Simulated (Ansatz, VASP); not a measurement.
## Two plane-wave programs on Sn3Br2

Contents of INCAR:

```
SYSTEM = Sn3Br2
PREC = Accurate ; ENCUT = 500
EDIFF = 1E-7 ; ISMEAR = 0
SIGMA = 0.1 ; LREAL = .False.
LASPH = .True. ; NELM = 120
ALGO = Normal ; ISIF = 3
LWAVE = .False. ; LCHARG = .False.
GGA = PE ; IBRION = 2
NSW = 90 ; EDIFFG = -0.04
GGA_COMPAT = .False. ; NELMIN = 4
```

Contents of KPOINTS:

```
Automatic mesh
0
Gamma
  6 6 4
  0 0 0
```

POSCAR

```
Sn3Br2
1.0
    4.6265549792      0.0000000000      0.0000000000
   -2.3132774896      4.0067141440      0.0000000000
    0.0000000000      0.0000000000      7.1981680260
Sn Br
3 2
Direct
    0.0000000000      0.0000000000      0.0000000000
    0.3333333333      0.6666666667      0.6450000000
    0.6666666667      0.3333333333      0.3550000000
    0.3333333333      0.6666666667      0.2450000000
    0.6666666667      0.3333333333      0.7550000000
```

Input for Ansatz:

```yaml
crystal:
  lattice:
    - [4.6265549792, 0.0, 0.0]
    - [-2.3132774896, 4.006714144, 0.0]
    - [0.0, 0.0, 7.198168026]
  atoms:
    - { symbol: Sn, position: [0.0, 0.0, 0.0] }
    - { symbol: Sn, position: [0.3333333333, 0.6666666667, 0.645] }
    - { symbol: Sn, position: [0.6666666667, 0.3333333333, 0.355] }
    - { symbol: Br, position: [0.3333333333, 0.6666666667, 0.245] }
    - { symbol: Br, position: [0.6666666667, 0.3333333333, 0.755] }
basis:
  ecutwfc: 420
kpoints:
  mp_grid: { grid: [6, 6, 4] }
hamiltonian:
  xc: pbe
scf:
  occupations: { method: gaussian, width: 0.1 }
  lower_state_search: "off"
output:
  forces: true
  stress: true
  eigenvalues: true
relax:
  adjacent_minimum: "off"
  f_tol: 0.04
  max_steps: 70
  cell: { stress_tol: 0.4 }
```

Alike in both runs: task relaxation of cell and atoms; functional PBE; k mesh 6 × 6 × 4; occupations gaussian, width 0.1 eV; no spin polarisation.

```csv
,VASP,Ansatz
version,VASP 6.6.1,Ansatz 0.2.0
potentials or method,"VASP PAW PBE potentials, release 64 (Sn_d, Br), cutoff 500 eV","scalar-relativistic, plane waves, PAW"
valence electrons in the cell,56,56
```

VASP gave:

* gap on the k mesh at the Fermi level, each at its own relaxed structure (eV): none
* relaxed volume (Å³/atom): 39.75
* relaxed length of the cell vector where the two differ most in proportion (Å): 10.794

Which values does Ansatz return?

gap on the k mesh at the Fermi level, each at its own relaxed structure (eV): none; relaxed volume (Å³/atom): 43.15; relaxed length of the cell vector where the two differ most in proportion (Å): 11.929.

A gap of «none» marks a metal or a gap that the smearing closes. One of these differences is far larger than is usual between the two programs; its cause wasn't traced.

Noted on VASP's run: the volume moved by over 15 % at a fixed basis, so the end points are rough.
